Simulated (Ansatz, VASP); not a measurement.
**Al3GaN4: VASP beside Ansatz**

```
Al Ga N
1.0
     4.40144    0.00000    0.00000
     0.00000    4.40144    0.00000
     0.00000    0.00000    4.40144
Al Ga N
3 1 4
Direct
  0.48709 0.48709 0.98647
  0.50000 0.00000 0.50000
  0.00000 0.50000 0.50000
  0.00000 0.00000 0.00000
  0.74416 0.74416 0.25584
  0.74416 0.25584 0.74416
  0.25584 0.74416 0.74416
  0.25584 0.25584 0.25584
```

Alike in both runs: task single point; functional r2SCAN; k mesh 6 × 6 × 6; occupations gaussian, width 0.05 eV; no spin polarisation.

|  | VASP | Ansatz |
| --- | --- | --- |
| version | VASP 6.6.1 | Ansatz 0.2.0 |
| potentials or method | VASP PAW PBE potentials, release 64 (Al, Ga_d, N), cutoff 520 eV | scalar-relativistic, plane waves, PAW |
| valence electrons in the cell | 42 | 42 |

```tsv
	VASP	Ansatz	Ansatz less VASP
gap on the k mesh at the Fermi level (eV)	3.54	3.54	+0.002
least direct gap on the mesh (eV)	3.54	3.54	+0.002
pressure (GPa)	0.3	0.3	0.00
traceless stress, the component that is largest in VASP (GPa)	-0.86	-0.84	+0.016
rms of the force components (eV/Å)	0.443	0.442	-0.0011
```

VASP's potentials were made for PBE, not for r2SCAN. Atom by atom the forces differ by 0.030 eV/Å (rms over components). With one functional, cell and mesh, what is left measures potentials, basis and numerics.
